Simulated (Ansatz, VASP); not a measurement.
**One calculation of B3As, two programs**

```
B As
1.0
     0.00000    2.68274    2.68274
     2.68274    0.00000    2.68274
     2.68274    2.68274    0.00000
B As
3 1
Direct
  0.25000 0.25000 0.25000
  0.75000 0.75000 0.75000
  0.50000 0.50000 0.50000
  0.00000 0.00000 0.00000
```

Alike in both runs: functional PBE; k mesh 6 × 6 × 6; occupations gaussian, width 0.1 eV; no spin polarisation.

Ansatz relaxed the structure, and its values are those at the end. VASP's run is a single point on that final structure, the one shown.

|  | VASP | Ansatz |
| --- | --- | --- |
| version | VASP 6.6.1 | Ansatz 0.2.0 |
| potentials or method | VASP PAW PBE potentials, release 64 (B, As), cutoff 520 eV | scalar-relativistic, plane waves, PAW |
| valence electrons in the cell | 14 | 24 |

Ansatz gave:

| Quantity | Value |
| --- | --- |
| gap on the k mesh at the Fermi level (eV) | none |
| pressure (GPa) | 0.0 |

Estimate VASP's values.

gap on the k mesh at the Fermi level (eV): none; pressure (GPa): 0.3.

A gap of «none» marks a metal or a gap that the smearing closes. With one functional, cell and mesh, what is left measures potentials, basis and numerics. VASP's potentials hold 14 valence electrons a cell and Ansatz's 24, so a difference there can come from the potentials and not from the codes.
